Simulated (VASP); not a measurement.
# RhN (F-43m) in VASP: notebook

Runs on RhN. Level: LDA+U. Tasks: single point.

All numbers are computed with VASP 6.6.1; they aren't measurements. Logs are shortened: lines on timing, memory, paths and dates and some standing lists are left out, and cuts for length are marked.

### Step 1. The cell of the first run

It takes space group F-43m (No. 216, cubic). Conventional cell: a = 4.862 Å, b = 4.862 Å, c = 4.862 Å, α = 90.00°, β = 90.00°, γ = 90.00°. Within 2.8 Å of Rh (site symmetry -43m) lie 4 N at 2.11 Å. Within 2.8 Å of N (site symmetry -43m) lie 4 Rh at 2.11 Å.

### Step 2. Single point, LDA+U, collinear spin, ferrimagnetic start

Contents of INCAR:

```
PREC = Accurate
ENCUT = 520
EDIFF = 1E-6
ISMEAR = 0
SIGMA = 0.05
LREAL = F
LASPH = T
NELM = 150
ALGO = Normal
ISIF = 2
LWAVE = F
LCHARG = F
ISPIN = 2
MAGMOM = 1.54 -0.2
LORBIT = 11
LMAXMIX = 4
LDAU = T
LDAUTYPE = 2
LDAUL = 2 -1
LDAUU = 8 0
LDAUJ = 0 0
LDAUPRINT = 1
NBANDS = 21
```

Contents of KPOINTS:

```
Automatic mesh
0
Gamma
  7 7 7
```

Contents of POSCAR:

```
RhN
1.0
    0.0000000000      2.4310503900      2.4310503900
    2.4310503900      0.0000000000      2.4310503900
    2.4310503900      2.4310503900      0.0000000000
Rh N
1 1
Direct
    0.0000000000      0.0000000000      0.0000000000
    0.2500000000      0.2500000000      0.2500000000
```

Potentials or basis: VASP PAW LDA potentials, release 64 (Rh_pv, N).

Command:

```bash
$ cat potpaw_LDA.64/Rh_pv/POTCAR potpaw_LDA.64/N/POTCAR > POTCAR
$ mpirun -np 1 vasp_std > vasp.out
```

OUTCAR:

```text
PREC = Accurate
   ENCUT = 520
   EDIFF = 1E-6
   ISMEAR = 0
   LREAL = F
   LASPH = T
   NELM = 150
   ISIF = 2
   ISPIN = 2
   LORBIT = 11

 ion  position               nearest neighbor table
   1  0.000  0.000  0.000-   2 2.11   2 2.11   2 2.11   2 2.11
   2  0.250  0.250  0.250-   1 2.11   1 2.11   1 2.11   1 2.11

  LATTYP: Found a face centered cubic cell.
 ALAT       =     4.8621007800

  Lattice vectors:

 A1 = (   0.0000000000,   2.4310503900,   2.4310503900)
 A2 = (   2.4310503900,   0.0000000000,   2.4310503900)
 A3 = (   2.4310503900,   2.4310503900,   0.0000000000)

Analysis of symmetry for initial positions (statically):
=====================================================================
 Subroutine PRICEL returns:
 Original cell was already a primitive cell.

 Routine SETGRP: Setting up the symmetry group for a
 face centered cubic supercell.

 Subroutine GETGRP returns: Found 24 space group operations
 (whereof 24 operations were pure point group operations)
 out of a pool of 48 trial point group operations.

The static configuration has the point symmetry T_d .

Analysis of symmetry for dynamics (positions and initial velocities):
=====================================================================
 Subroutine PRICEL returns:
 Original cell was already a primitive cell.

 Routine SETGRP: Setting up the symmetry group for a
 face centered cubic supercell.

 Subroutine GETGRP returns: Found 24 space group operations
 (whereof 24 operations were pure point group operations)
 out of a pool of 48 trial point group operations.

The dynamic configuration has the point symmetry T_d .

Analysis of structural, dynamic, and magnetic symmetry:
=====================================================================
 Subroutine PRICEL returns:
 Original cell was already a primitive cell.

 Routine SETGRP: Setting up the symmetry group for a
 face centered cubic supercell.

 Subroutine GETGRP returns: Found 24 space group operations
 (whereof 24 operations were pure point group operations)
 out of a pool of 48 trial point group operations.

The overall configuration has the point symmetry T_d .

 Subroutine INISYM returns: Found 24 space group operations
 (whereof 24 operations are pure point group operations),
 and found     1 'primitive' translations

----------------------------------------------------------------------------------------

                                     Primitive cell

  volume of cell :      28.7350

  direct lattice vectors                    reciprocal lattice vectors
     0.000000000  2.431050390  2.431050390    -0.205672413  0.205672413  0.205672413
     2.431050390  0.000000000  2.431050390     0.205672413 -0.205672413  0.205672413
     2.431050390  2.431050390  0.000000000     0.205672413  0.205672413 -0.205672413

  length of vectors
     3.438024432  3.438024432  3.438024432     0.356235069  0.356235069  0.356235069

  position of ions in fractional coordinates (direct lattice)
     0.000000000  0.000000000  0.000000000
     0.250000000  0.250000000  0.250000000

  ion indices of the primitive-cell ions
   primitive index   ion index
                 1           1
                 2           2

----------------------------------------------------------------------------------------

 KPOINTS: Automatic mesh

Automatic generation of k-mesh.
 Grid dimensions read from file:
 generate k-points for:    7    7    7

 Generating k-lattice:

  Cartesian coordinates                     Fractional coordinates (reciprocal lattice)
[... 62 lines left out ...]
   ISYM   =      2    0-nonsym 1-usesym 2-fastsym
   POTIM  = 0.5000    time-step for ionic-motion
   TEBEG  =    0.0;   TEEND  =   0.0 temperature during run
   PSTRESS=    0.0 pullay stress
   NELECT =      20.0000    total number of electrons
   NUPDOWN=      -1.0000    fix difference up-down
   EMIN   =  10.00;   EMAX   =-10.00  energy-range for DOS
   EFERMI =   0.00;   METHOD = LEGACY
   ISMEAR =     0;   SIGMA  =   0.05  broadening in eV -4-tet -1-fermi 0-gaus
   EFERMI_NEDOS =   21; number of points for ismear=-14 and -15
   IALGO  =     38    algorithm
   IMIX   =      4    mixing-type and parameters
     AMIX     =   0.40;   BMIX     =  1.00
     AMIX_MAG =   1.60;   BMIX_MAG =  1.00
  volume/ion in A,a.u.               =      14.37        96.96
  Fermi-wavevector in a.u.,A,eV,Ry     =   1.450822  2.741656 28.638701  2.104885
  Thomas-Fermi vector in A             =   2.568390
   LORBIT       =     11    0 simple, 1 ext, 2 COOP (PROOUT), +10 PAW based schemes
 LDA+U is selected, type is set to LDAUTYPE =  2
   angular momentum for each species LDAUL =     2   -1
   U (eV)           for each species LDAUU =   8.0  0.0
   J (eV)           for each species LDAUJ =   0.0  0.0
   GGA     = CA    functional components
   LHFCALC =     F    Hartree Fock is set to
   AEXX    =    0.0000 exact exchange contribution
   IVDW    =     0    specifies the selected vdW correction
   LEPSILON=     F    determine dielectric tensor
   LRPA    =     F    only Hartree local field effects (RPA)
 spin polarized calculation
 Gauss-broadening in eV      SIGMA  =   0.05
  energy-cutoff  :      520.00
  volume of cell :       28.74
 maximum number of plane-waves:       785
 NGX is ok and might be reduce to    28
   NGX = 13   NGY = 13   NGZ = 13

atom =   1  type =  1  l = 2

 onsite density matrix

spin component  1

  0.8722  0.0000  0.0000 -0.0000 -0.0000
  0.0000  0.8722  0.0000  0.0000  0.0000
  0.0000  0.0000  0.9226  0.0000  0.0000
 -0.0000  0.0000  0.0000  0.8722 -0.0000
 -0.0000  0.0000  0.0000 -0.0000  0.9226

spin component  2

  0.2844  0.0000 -0.0000  0.0000  0.0000
  0.0000  0.2844  0.0000  0.0000 -0.0000
 -0.0000  0.0000  0.9253 -0.0000 -0.0000
  0.0000  0.0000 -0.0000  0.2844 -0.0000
  0.0000 -0.0000 -0.0000 -0.0000  0.9253

 occupancies and eigenvectors

  o =  0.2844  v =  0.0000  0.0000  0.0000  0.0000  0.0000  1.0000  0.0000  0.0000  0.0000  0.0000      0.0000  0.0000  0.0000  0.0000  0.0000  0.0000  0.0000  0.0000  0.0000  0.0000
  o =  0.2844  v =  0.0000  0.0000  0.0000  0.0000  0.0000  0.0000  0.9935 -0.0000 -0.1142 -0.0000      0.0000  0.0000  0.0000  0.0000  0.0000  0.0000  0.0000  0.0000  0.0000  0.0000
  o =  0.2844  v =  0.0000  0.0000  0.0000  0.0000  0.0000  0.0000 -0.1142  0.0000 -0.9935 -0.0000      0.0000  0.0000  0.0000  0.0000  0.0000  0.0000  0.0000  0.0000  0.0000  0.0000
  o =  0.8722  v =  0.0000  0.9996  0.0000  0.0284  0.0000  0.0000  0.0000  0.0000  0.0000  0.0000      0.0000  0.0000  0.0000  0.0000  0.0000  0.0000  0.0000  0.0000  0.0000  0.0000
  o =  0.8722  v =  1.0000  0.0000  0.0000  0.0000  0.0000  0.0000  0.0000  0.0000  0.0000  0.0000      0.0000  0.0000  0.0000  0.0000  0.0000  0.0000  0.0000  0.0000  0.0000  0.0000
  o =  0.8722  v =  0.0000 -0.0284 -0.0000  0.9996  0.0000  0.0000  0.0000  0.0000  0.0000  0.0000      0.0000  0.0000  0.0000  0.0000  0.0000  0.0000  0.0000  0.0000  0.0000  0.0000
  o =  0.9226  v =  0.0000  0.0000 -0.9872 -0.0000  0.1596  0.0000  0.0000  0.0000  0.0000  0.0000      0.0000  0.0000  0.0000  0.0000  0.0000  0.0000  0.0000  0.0000  0.0000  0.0000
  o =  0.9226  v =  0.0000  0.0000 -0.1596  0.0000 -0.9872  0.0000  0.0000  0.0000  0.0000  0.0000      0.0000  0.0000  0.0000  0.0000  0.0000  0.0000  0.0000  0.0000  0.0000  0.0000
  o =  0.9253  v =  0.0000  0.0000  0.0000  0.0000  0.0000  0.0000  0.0000  0.9901 -0.0000  0.1402      0.0000  0.0000  0.0000  0.0000  0.0000  0.0000  0.0000  0.0000  0.0000  0.0000
  o =  0.9253  v =  0.0000  0.0000  0.0000  0.0000  0.0000  0.0000  0.0000 -0.1402  0.0000  0.9901      0.0000  0.0000  0.0000  0.0000  0.0000  0.0000  0.0000  0.0000  0.0000  0.0000

 number of electron      20.0000003 magnetization       1.5994713

 Free energy of the ion-electron system (eV)
  ---------------------------------------------------
  ext. energy  EPLUGINS =         0.00000000
  ---------------------------------------------------
  free energy    TOTEN  =        -9.13111887 eV

  energy without entropy =       -9.12939592  energy(sigma->0) =       -9.13025740

 E-fermi :   5.6605     XC(G=0): -11.6594

 val. band max:        5.6321846701   @ k =  -0.4286   0.2857   0.0000
 cond. band min:       5.6727497253   @ k =  -0.4286   0.2857   0.0000
 fundamental gap:      0.0405650552
 Fermi energy:         5.6604762332

 spin component 1

 k-point     1 :       0.0000    0.0000    0.0000
  band No.  band energies     occupation
      1     -41.0318      1.00000
      2     -41.0318      1.00000
      3     -41.0318      1.00000
      4      -8.7772      1.00000
      5      -1.7066      1.00000
      6      -1.7066      1.00000
[... 469 lines left out ...]
     20      26.9389      0.00000
     21      27.3527      0.00000
 Fermi energy:         5.6604762332

 spin component 2

 k-point     1 :       0.0000    0.0000    0.0000
  band No.  band energies     occupation
      1     -39.8059      1.00000
      2     -39.8059      1.00000
      3     -39.8059      1.00000
      4      -8.9496      1.00000
      5       1.4086      1.00000
      6       1.4086      1.00000
[... 469 lines left out ...]
     20      27.5252      0.00000
     21      27.5790      0.00000

------------------------ aborting loop because EDIFF is reached ----------------------------------------

  FORCE on cell =-STRESS in cart. coord.  units (eV):
  Direction    XX          YY          ZZ          XY          YZ          ZX
  --------------------------------------------------------------------------------------
  -------------------------------------------------------------------------------------
  Total       -3.4121731     -3.4121731     -3.4121731      0.0000000      0.0000000     -0.0000000
  in kB     -190.2522341   -190.2522341   -190.2522341      0.0000000      0.0000000     -0.0000000
  external PRESSURE =    -190.2522341 kB  Pullay stress =       0.0000000 kB

 VOLUME and BASIS-vectors are now :
 -----------------------------------------------------------------------------
  energy-cutoff  :      520.00
  volume of cell :       28.74
      direct lattice vectors                 reciprocal lattice vectors
     0.000000000  2.431050390  2.431050390    -0.205672413  0.205672413  0.205672413
     2.431050390  0.000000000  2.431050390     0.205672413 -0.205672413  0.205672413
     2.431050390  2.431050390  0.000000000     0.205672413  0.205672413 -0.205672413

 POSITION                                       TOTAL-FORCE (eV/Angst)
 -----------------------------------------------------------------------------------
      0.00000      0.00000      0.00000        -0.000000     -0.000000     -0.000000
      1.21553      1.21553      1.21553         0.000000      0.000000      0.000000
 -----------------------------------------------------------------------------------
    total drift:                                0.000000      0.000000      0.000000

  FREE ENERGIE OF THE ION-ELECTRON SYSTEM (eV)
  ---------------------------------------------------
  free  energy   TOTEN  =        -9.1311188730 eV

  energy  without entropy=       -9.1293959201  energy(sigma->0) =       -9.13025740

 total charge

# of ion       s       p       d       tot
------------------------------------------
    1        0.332   6.240   7.117  13.688
    2        1.256   2.254   0.000   3.509
--------------------------------------------------
tot          1.587   8.493   7.117  17.198

 magnetization (x)

# of ion       s       p       d       tot
------------------------------------------
    1        0.024   0.027   1.752   1.803
    2        0.016  -0.201   0.000  -0.185
--------------------------------------------------
tot          0.040  -0.174   1.752   1.618
```

It used 26 s of CPU time on 1 thread of Intel Xeon 6975P-C, with other jobs on the host.

Results:

| Quantity | Value |
| --- | --- |
| Free energy | -9.1311 eV |
| Pressure | -19.0 GPa |
| Net moment | 1.60 μB per cell |
| Site moments | Rh +1.80; N -0.18 μB |
| Valence electrons inside the program's atomic spheres | Rh 13.69; N 3.51 |

Eigenvalues of the final occupation matrices:
```
    site  spin  trace               eigenvalues
site 1 d     1   4.46  0.87 0.87 0.87 0.92 0.92
site 1 d     2   2.70  0.28 0.28 0.28 0.93 0.93
```

(Part 1 of 2 ends here.)
